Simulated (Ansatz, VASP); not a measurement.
## Lu3TiN: VASP beside Ansatz

```xyz
5
Lattice="4.7201 0.0000 0.0000 0.0000 4.7201 0.0000 0.0000 0.0000 4.7201" Properties=species:S:1:pos:R:3 pbc="T T T"
Lu    2.3600    0.0000    2.3600
Lu    2.3600    2.3600    0.0000
Lu    0.0000    2.3600    2.3600
Ti    0.0000    0.0000    0.0000
N     2.3600    2.3600    2.3600
```

Change from the starting cell: species swapped into the Ti3AlN type (Pm-3m, No. 221).

Alike in both runs: functional PBE; k mesh 8 × 8 × 8; occupations gaussian, width 0.1 eV; collinear spin.

Ansatz relaxed the structure, and its values are those at the end. VASP's run is a single point on that final structure, the one shown.

```csv
,VASP,Ansatz
version,VASP 6.6.1,Ansatz 0.2.0
potentials or method,"VASP PAW PBE potentials, release 64 (Lu, Ti_sv, N), cutoff 520 eV","scalar-relativistic, plane waves, PAW"
valence electrons in the cell,92,92
```

|  | VASP | Ansatz | Ansatz less VASP |
| --- | --- | --- | --- |
| gap on the k mesh at the Fermi level (eV) | none | none | - |
| pressure (GPa) | 0.4 | 0.0 | -0.37 |
| net moment per atom (μB) | 0.65 | 0.65 | +0.001 |
| size of the moment on the site where the two differ most (μB) | 1.37 | 1.66 | +0.290 |

Site moments also hang on the region over which each program counts them. A gap of «none» marks a metal or a gap that the smearing closes. With one functional, cell and mesh, what is left measures potentials, basis and numerics.

Neither program's run includes spin-orbit coupling.
